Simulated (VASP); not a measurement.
# Pt (P6_3/mmc) in VASP: notebook

The runs below take Pt through single point, electric field gradients, with LDA, PBE.

Program: VASP 6.6.1. These are calculated values, not measurements. Logs are shortened: lines on timing, memory, paths and dates and some standing lists are left out, and cuts for length are marked.

## 1. The cell of the first run

It takes space group P6_3/mmc (No. 194, hexagonal). The conventional cell has a = 2.761 Å, b = 2.761 Å, c = 4.792 Å, α = 90.00°, β = 90.00°, γ = 120.00°. Within 3.6 Å of Pt (site symmetry -6m2) lie 12 Pt at 2.76 to 2.88 Å.

This isn't the form of Pt at room conditions, which is fcc.

## 2. Single point, LDA

POSCAR reads:

```
Pt
1.0
    2.7606656158      0.0000000000      0.0000000000
   -1.3803328079      2.3908065546      0.0000000000
    0.0000000000      0.0000000000      4.7921340000
Pt
2
Direct
    0.3333333333      0.6666666667      0.2500000000
    0.6666666667      0.3333333333      0.7500000000
```

INCAR.step1 reads:

```
SYSTEM = Pt
  ALGO = Normal
  EDIFF = 1E-7
  ENCUT = 520
  ISIF = 2
  ISMEAR = -1
  LASPH = .TRUE.
  LCHARG = .TRUE.
  LMAXMIX = 4
  LREAL = .FALSE.
  LWAVE = .FALSE.
  NBANDS = 17
  NELM = 80
  PREC = Accurate
  SIGMA = 0.05
```

KPOINTS.step1 reads:

```
k-points
0
G
  6 6 3
  0 0 0
```

INCAR.step2 reads:

```
SYSTEM = Pt
  ALGO = Normal
  EDIFF = 1E-7
  ENCUT = 520
  ICHARG = 11
  ISIF = 2
  ISMEAR = -5
  LASPH = .TRUE.
  LCHARG = .FALSE.
  LMAXMIX = 4
  LORBIT = 11
  LREAL = .FALSE.
  LWAVE = .FALSE.
  NBANDS = 17
  NEDOS = 2001
  NELM = 80
  PREC = Accurate
  SIGMA = 0.05
```

KPOINTS.step2 reads:

```
k-points
0
G
  9 9 5
  0 0 0
```

Potentials or basis: VASP PAW LDA potentials, release 64 (Pt).

On the command line:

```sh
$ cat potpaw_LDA.64/Pt/POTCAR > POTCAR
$ cp INCAR.step1 INCAR
$ cp KPOINTS.step1 KPOINTS
$ mpirun -np 1 vasp_std > vasp.out
$ cp INCAR.step2 INCAR
$ cp KPOINTS.step2 KPOINTS
$ mpirun -np 1 vasp_std > vasp.out
```

OUTCAR:

```text
SYSTEM = Pt
   EDIFF = 1E-7
   ENCUT = 520
   ICHARG = 11
   ISIF = 2
   ISMEAR = -5
   LASPH = .TRUE.
   LORBIT = 11
   LREAL = .FALSE.
   NELM = 80
   PREC = Accurate

 ion  position               nearest neighbor table
   1  0.333  0.667  0.250-   2 2.88   2 2.88   2 2.88   2 2.88   2 2.88   2 2.88
   2  0.667  0.333  0.750-   1 2.88   1 2.88   1 2.88   1 2.88   1 2.88   1 2.88

  LATTYP: Found a hexagonal cell.
 ALAT       =     2.7606656158
 C/A-ratio  =     1.7358618054

  Lattice vectors:

 A1 = (   2.7606656158,   0.0000000000,   0.0000000000)
 A2 = (  -1.3803328079,   2.3908065546,   0.0000000000)
 A3 = (   0.0000000000,   0.0000000000,   4.7921340000)

Analysis of symmetry for initial positions (statically):
=====================================================================
 Subroutine PRICEL returns:
 Original cell was already a primitive cell.

 Routine SETGRP: Setting up the symmetry group for a
 hexagonal supercell.

 Subroutine GETGRP returns: Found 24 space group operations
 (whereof 12 operations were pure point group operations)
 out of a pool of 24 trial point group operations.

The static configuration has the point symmetry D_3d.
 The point group associated with its full space group is D_6h.

Analysis of symmetry for dynamics (positions and initial velocities):
=====================================================================
 Subroutine PRICEL returns:
 Original cell was already a primitive cell.

 Routine SETGRP: Setting up the symmetry group for a
 hexagonal supercell.

 Subroutine GETGRP returns: Found 24 space group operations
 (whereof 12 operations were pure point group operations)
 out of a pool of 24 trial point group operations.

The dynamic configuration has the point symmetry D_3d.
 The point group associated with its full space group is D_6h.

 Subroutine INISYM returns: Found 24 space group operations
 (whereof 12 operations are pure point group operations),
 and found     1 'primitive' translations

----------------------------------------------------------------------------------------

                                     Primitive cell

  volume of cell :      31.6291

  direct lattice vectors                    reciprocal lattice vectors
     2.760665616  0.000000000  0.000000000     0.362231483  0.209134444  0.000000000
    -1.380332808  2.390806555  0.000000000     0.000000000  0.418268888  0.000000000
     0.000000000  0.000000000  4.792134000     0.000000000  0.000000000  0.208675300

  length of vectors
     2.760665616  2.760665616  4.792134000     0.418268888  0.418268888  0.208675300

  position of ions in fractional coordinates (direct lattice)
     0.333333333  0.666666667  0.250000000
     0.666666667  0.333333333  0.750000000

  ion indices of the primitive-cell ions
   primitive index   ion index
                 1           1
                 2           2

----------------------------------------------------------------------------------------

 KPOINTS: k-points

Automatic generation of k-mesh.
 Grid dimensions read from file:
 generate k-points for:    9    9    5

 Generating k-lattice:

  Cartesian coordinates                     Fractional coordinates (reciprocal lattice)
     0.040247943  0.023237160  0.000000000     0.111111111  0.000000000  0.000000000
     0.000000000  0.046474321  0.000000000     0.000000000  0.111111111  0.000000000
     0.000000000  0.000000000  0.041735060     0.000000000  0.000000000  0.200000000

  Length of vectors
     0.046474321  0.046474321  0.041735060

  Shift w.r.t. Gamma in fractional coordinates (k-lattice)
     0.000000000  0.000000000  0.000000000

 TETIRR: Found    371 inequivalent tetrahedra from     2430

 Subroutine IBZKPT returns following result:
 ===========================================

 Found     36 irreducible k-points:

 Following reciprocal coordinates:
            Coordinates               Weight
  0.000000  0.000000  0.000000      1.000000
  0.111111 -0.000000  0.000000      6.000000
  0.222222 -0.000000  0.000000      6.000000
  0.333333  0.000000  0.000000      6.000000
  0.444444 -0.000000  0.000000      6.000000
  0.111111  0.111111  0.000000      6.000000
[... 16 lines left out ...]
  0.333333  0.222222  0.200000     24.000000
  0.333333  0.333333  0.200000      4.000000
 [... further k-points ...]
   k-points           NKPTS =     36   k-points in BZ     NKDIM =     36   number of bands    NBANDS=     17
   number of dos      NEDOS =   2001   number of ions     NIONS =      2
   total plane-waves  NPLWV =  20736
   dimension x,y,z NGX =    24 NGY =   24 NGZ =   36
   dimension x,y,z NGXF=    48 NGYF=   48 NGZF=   72
   ions per type =               2
   NGX,Y,Z   is equivalent  to a cutoff of  14.45, 14.45, 12.49 a.u.
   NGXF,Y,Z  is equivalent  to a cutoff of  28.91, 28.91, 24.98 a.u.
 SYSTEM =  Pt
   PREC   = accura    normal or accurate (medium, high low for compatibility)
   ISTART =      0    job   : 0-new  1-cont  2-samecut
   ICHARG =     11    charge: 1-file 2-atom 10-const
   ISPIN  =      1    spin polarized calculation?
   LNONCOLLINEAR =      F non collinear calculations
   LSORBIT =      F    spin-orbit coupling
   LASPH  =      T    aspherical Exc in radial PAW
   ENCUT  =  520.0 eV  38.22 Ry    6.18 a.u.   5.13  5.13  8.91*2*pi/ulx,y,z
   NELM   =     80;   NELMIN=  2; NELMDL=  0     # of ELM steps
   EDIFF  = 0.1E-06   stopping-criterion for ELM
   LREAL  =      F    real-space projection
   EDIFFG = 0.1E-05   stopping-criterion for IOM
   NSW    =      0    number of steps for IOM
   IBRION =     -1    ionic relax: 0-MD 1-quasi-New 2-CG
   NFREE  =      0    steps in history (QN), initial steepest desc. (CG)
   ISIF   =      2    stress and relaxation
   ISYM   =      2    0-nonsym 1-usesym 2-fastsym
   POTIM  = 0.5000    time-step for ionic-motion
   TEBEG  =    0.0;   TEEND  =   0.0 temperature during run
   PSTRESS=    0.0 pullay stress
   NELECT =      20.0000    total number of electrons
   NUPDOWN=      -1.0000    fix difference up-down
   EMIN   =  10.00;   EMAX   =-10.00  energy-range for DOS
   EFERMI =   0.00;   METHOD = LEGACY
   ISMEAR =    -5;   SIGMA  =   0.05  broadening in eV -4-tet -1-fermi 0-gaus
   EFERMI_NEDOS =   21; number of points for ismear=-14 and -15
   IALGO  =     38    algorithm
   IMIX   =      4    mixing-type and parameters
     AMIX     =   0.40;   BMIX     =  1.00
     AMIX_MAG =   1.60;   BMIX_MAG =  1.00
  volume/ion in A,a.u.               =      15.81       106.72
  Fermi-wavevector in a.u.,A,eV,Ry     =   1.405149  2.655347 26.863944  1.974444
  Thomas-Fermi vector in A             =   2.527639
   LORBIT       =     11    0 simple, 1 ext, 2 COOP (PROOUT), +10 PAW based schemes
   GGA     = CA    functional components
   LHFCALC =     F    Hartree Fock is set to
   AEXX    =    0.0000 exact exchange contribution
   IVDW    =     0    specifies the selected vdW correction
   LEPSILON=     F    determine dielectric tensor
   LRPA    =     F    only Hartree local field effects (RPA)
 non-spin polarized calculation
 Fermi weights with tetrahedron method with Bloechl corrections
  energy-cutoff  :      520.00
  volume of cell :       31.63
 maximum number of plane-waves:       861
 NGX is ok and might be reduce to    24

 number of electron      20.0000004 magnetization

 Free energy of the ion-electron system (eV)
  ---------------------------------------------------
  ext. energy  EPLUGINS =         0.00000000
  ---------------------------------------------------
  free energy    TOTEN  =       -14.84313300 eV

  energy without entropy =      -14.84313300  energy(sigma->0) =      -14.84313300

 E-fermi :  10.2362     XC(G=0): -13.4070

 val. band max:       10.2141235019   @ k =   0.4444  -0.0000   0.0000
 cond. band min:       9.9879924612   @ k =   0.0000   0.0000   0.0000
 fundamental gap:     -0.2261310407
 Fermi energy:        10.2361536712

 k-point     1 :       0.0000    0.0000    0.0000
  band No.  band energies     occupation
      1       0.5098      2.00000
      2       3.1599      2.00000
      3       6.2353      2.00000
      4       6.8245      2.00000
      5       6.8245      2.00000
      6       7.1904      2.00000
[... 9 lines left out ...]
     16      27.5073      0.00000
     17      31.1458      0.00000

 k-point     2 :       0.1111   -0.0000    0.0000
  band No.  band energies     occupation
      1       0.9498      2.00000
      2       3.5567      2.00000
      3       6.1814      2.00000
      4       6.8063      2.00000
      5       7.0226      2.00000
      6       7.1642      2.00000
[... 9 lines left out ...]
     16      27.8162      0.00000
     17      29.4531      0.00000

 k-point     3 :       0.2222   -0.0000    0.0000
  band No.  band energies     occupation
      1       2.1165      2.00000
      2       4.3190      2.00000
      3       6.0275      2.00000
      4       6.1915      2.00000
      5       6.4597      2.00000
      6       7.6021      2.00000
[... 9 lines left out ...]
     16      26.7498      0.00000
     17      28.4897      0.00000

 k-point     4 :       0.3333    0.0000    0.0000
  band No.  band energies     occupation
      1       3.3631      2.00000
      2       4.2382      2.00000
      3       5.1426      2.00000
      4       6.3636      2.00000
      5       6.8991      2.00000
      6       7.2076      2.00000
[... 9 lines left out ...]
     16      24.9920      0.00000
     17      25.5429      0.00000
[... 343 lines left out ...]
      1       4.3950      2.00000
      2       4.8653      2.00000
      3       5.3792      2.00000
      4       5.6567      2.00000
      5       6.6704      2.00000
      6       6.8003      2.00000
[... 9 lines left out ...]
     16      24.3589      0.00000
     17      24.9776      0.00000

 k-point    23 :       0.3333    0.2222    0.2000
  band No.  band energies     occupation
      1       4.5350      2.00000
      2       5.1079      2.00000
      3       5.3350      2.00000
      4       5.7857      2.00000
      5       6.4523      2.00000
      6       7.1475      2.00000
[... 9 lines left out ...]
     16      22.9912      0.00000
     17      24.1995      0.00000

 k-point    24 :       0.3333    0.3333    0.2000
  band No.  band energies     occupation
      1       5.0279      2.00000
      2       5.3453      2.00000
      3       5.3453      2.00000
      4       5.9922      2.00000
      5       6.5750      2.00000
      6       6.5750      2.00000
[... 9 lines left out ...]
     16      21.2222      0.00000
     17      25.1890      0.00000

 [... further k-points ...]

------------------------ aborting loop because EDIFF is reached ----------------------------------------

  FORCE on cell =-STRESS in cart. coord.  units (eV):
  Direction    XX          YY          ZZ          XY          YZ          ZX
  --------------------------------------------------------------------------------------
  -------------------------------------------------------------------------------------
  Total       -2.5560020     -2.5560020     -3.9606458      0.0000000      0.0000000      0.0000000
  in kB     -129.4746002   -129.4746001   -200.6270033      0.0000000      0.0000000      0.0000000
  external PRESSURE =    -153.1920679 kB  Pullay stress =       0.0000000 kB

 VOLUME and BASIS-vectors are now :
 -----------------------------------------------------------------------------
  energy-cutoff  :      520.00
  volume of cell :       31.63
      direct lattice vectors                 reciprocal lattice vectors
     2.760665616  0.000000000  0.000000000     0.362231483  0.209134444  0.000000000
    -1.380332808  2.390806555  0.000000000     0.000000000  0.418268888  0.000000000
     0.000000000  0.000000000  4.792134000     0.000000000  0.000000000  0.208675300

 POSITION                                       TOTAL-FORCE (eV/Angst)
 -----------------------------------------------------------------------------------
     -0.00000      1.59387      1.19803         0.000000      0.000000      0.000000
      1.38033      0.79694      3.59410        -0.000000      0.000000      0.000000
 -----------------------------------------------------------------------------------
    total drift:                               -0.000000      0.000000     -0.000000

  FREE ENERGIE OF THE ION-ELECTRON SYSTEM (eV)
  ---------------------------------------------------
  free  energy   TOTEN  =       -14.8431329956 eV

  energy  without entropy=      -14.8431329956  energy(sigma->0) =      -14.84313300

 total charge

# of ion       s       p       d       tot
------------------------------------------
    1        0.617   0.551   8.027   9.194
    2        0.617   0.551   8.027   9.194
--------------------------------------------------
tot          1.233   1.102  16.053  18.389
```

It took 18 s on 1 thread of Intel Xeon Platinum 8259CL at 2.50GHz (Skylake/Cascade Lake), shared host; peak memory 0.14 GiB.

What came out:

- Valence electrons inside the program's atomic spheres: Pt 9.19

Caveat: the k points lie up to 0.44 Å⁻¹ apart; spin-orbit coupling is left out, which moves the levels of the heavy elements; tetrahedron occupations give inexact forces and stress in metals.

## 3. Electric field gradients, PBE, non-collinear spin, typed start, spin-orbit coupling

INCAR reads:

```
PREC = Accurate ; ENCUT = 520
EDIFF = 1E-8 ; ISMEAR = -1
SIGMA = 0.01 ; LREAL = F
LASPH = T ; NELM = 150
ALGO = Fast ; ISIF = 2
LWAVE = F ; LCHARG = F
MAGMOM = 0.5 0 0 -0.5 0 0 ; LORBIT = 11
LSORBIT = T ; GGA_COMPAT = F
LORBMOM = T ; LMAXMIX = 4
GGA = PE ; LEFG = T
NBANDS = 32
```

KPOINTS reads:

```
regular mesh
0
Gamma
  11 11 6
```

POSCAR reads:

```
Pt
1.0
    2.7606656200      0.0000000000      0.0000000000
   -1.3803328100      2.3908065583      0.0000000000
    0.0000000000      0.0000000000      4.7921340000
Pt
2
Direct
    0.3333333333      0.6666666667      0.2500000000
    0.6666666667      0.3333333333      0.7500000000
```

Potentials or basis: VASP PAW PBE potentials, release 64 (Pt).

On the command line:

```sh
$ cat potpaw_PBE.64/Pt/POTCAR > POTCAR
$ mpirun -np 1 vasp_ncl > vasp.out
```

OUTCAR:

```text
PREC = Accurate
   ENCUT = 520
   EDIFF = 1E-8
   ISMEAR = -1
   LREAL = F
   LASPH = T
   NELM = 150
   ISIF = 2
   LORBIT = 11
   LSORBIT = T
   GGA = PE

 ion  position               nearest neighbor table
   1  0.333  0.667  0.250-   2 2.88   2 2.88   2 2.88   2 2.88   2 2.88   2 2.88
   2  0.667  0.333  0.750-   1 2.88   1 2.88   1 2.88   1 2.88   1 2.88   1 2.88

  LATTYP: Found a hexagonal cell.
 ALAT       =     2.7606656200
 C/A-ratio  =     1.7358618028

  Lattice vectors:

 A1 = (   2.7606656200,   0.0000000000,   0.0000000000)
[... 1165 lines left out ...]
     0.0000000    -0.0597481     0.0000000    -0.0597481     0.0000000
    -0.0215560    -0.0200726    -0.0597481     0.0000000    -0.0215560
    -0.0770948    -0.0215560     0.0000000    -0.0215560     0.0000000
 l=   3
     0.0000000     0.0000000     0.0000000     0.0000000     0.0000000     0.0000000     0.0000000
     0.0000000     0.0000000     0.0000000     0.0000000     0.0000000     0.0000000     0.0000000
     0.0000000     0.0000000     0.0000000     0.0000000     0.0000000     0.0000000     0.0000000
     0.0000000     0.0000000     0.0000000     0.0000000     0.0000000     0.0000000     0.0000000
     0.0000000     0.0000000     0.0000000     0.0000000     0.0000000     0.0000000     0.0000000
     0.0000000     0.0000000     0.0000000     0.0000000     0.0000000     0.0000000     0.0000000
     0.0000000     0.0000000     0.0000000     0.0000000     0.0000000     0.0000000     0.0000000

 total charge

# of ion       s       p       d       tot
------------------------------------------
    1        0.621   0.573   7.997   9.192
    2        0.621   0.573   7.997   9.192
--------------------------------------------------
tot          1.243   1.147  15.994  18.384

 magnetization (x)

# of ion       s       p       d       tot
------------------------------------------
    1       -0.000   0.000  -0.000  -0.000
    2        0.000  -0.000   0.000   0.000
--------------------------------------------------
tot         -0.000   0.000   0.000   0.000

 magnetization (y)

# of ion       s       p       d       tot
------------------------------------------
    1        0.000   0.000   0.000   0.000
    2        0.000   0.000   0.000   0.000
--------------------------------------------------
tot          0.000   0.000   0.000   0.000

 magnetization (z)

# of ion       s       p       d       tot
------------------------------------------
    1        0.000   0.000   0.000   0.000
    2        0.000   0.000   0.000   0.000
--------------------------------------------------
tot          0.000   0.000   0.000   0.000
```

OSZICAR:

```text
N       E                     dE             d eps       ncg     rms          rms(c)
DAV:   1     0.118996468514E+03    0.11900E+03   -0.10145E+04 13824   0.121E+03
DAV:   2    -0.102896862728E+02   -0.12929E+03   -0.12227E+03 15544   0.280E+02
DAV:   3    -0.135628750566E+02   -0.32732E+01   -0.32217E+01 16680   0.437E+01
DAV:   4    -0.135843658475E+02   -0.21491E-01   -0.21484E-01 15352   0.370E+00
DAV:   5    -0.135846296233E+02   -0.26378E-03   -0.26377E-03 16488   0.447E-01    0.184E+01
RMM:   6    -0.129318835367E+02    0.65275E+00   -0.11011E+00 13832   0.826E+00    0.102E+01
RMM:   7    -0.128718225364E+02    0.60061E-01   -0.27545E-01 14157   0.410E+00    0.385E+00
RMM:   8    -0.128658451360E+02    0.59774E-02   -0.15883E-02 14765   0.107E+00    0.147E+00
RMM:   9    -0.128634484345E+02    0.23967E-02   -0.55735E-03 15038   0.586E-01    0.242E-01
RMM:  10    -0.128634342030E+02    0.14231E-04   -0.28322E-04 15441   0.130E-01    0.632E-02
RMM:  11    -0.128634382658E+02   -0.40628E-05   -0.60297E-05 15585   0.508E-02    0.366E-02
RMM:  12    -0.128634398309E+02   -0.15651E-05   -0.85329E-06 15463   0.204E-02    0.108E-02
RMM:  13    -0.128634405171E+02   -0.68612E-06   -0.21099E-06 15510   0.990E-03    0.506E-03
RMM:  14    -0.128634404214E+02    0.95635E-07   -0.56710E-07 15576   0.517E-03    0.158E-03
RMM:  15    -0.128634404187E+02    0.26923E-08   -0.14218E-07 15503   0.242E-03    0.842E-04
RMM:  16    -0.128634404240E+02   -0.52526E-08   -0.34970E-08 13052   0.124E-03
   1 F= -.12863440E+02 E0= -.12862411E+02  d E =-.205894E-02  mag=    -0.0000     0.0000     0.0000
```

It took 10 min on 1 thread of Intel Xeon Platinum 8175M at 2.50GHz (Skylake/Cascade Lake), shared host; peak memory 0.45 GiB.

What came out:

```
Free energy                                           : -12.8634 eV
Pressure                                              : -0.4 GPa
Net moment                                            : 0.00 μB per cell
Largest electric field gradient by atom               : Pt -12.7 V/Å²
Valence electrons inside the program's atomic spheres : Pt 9.19
```

Stress tensor (GPa, compression positive):
```
 0.15  0.00  0.00
 0.00  0.15  0.00
 0.00  0.00 -1.36
```

Moments on the atoms (μB; x, y, z):
```
Pt  0.00 0.00 0.00
Pt  0.00 0.00 0.00
```

Electric field gradients, principal values (V/Å²):
```tsv
atom	least	middle	greatest (by size)
1 Pt	6.328	6.329	-12.657
2 Pt	6.328	6.329	-12.657
```

Caveat: without QUAD_EFG the Cq values of the log hold for a quadrupole moment of 1 mb, not for the nuclei.
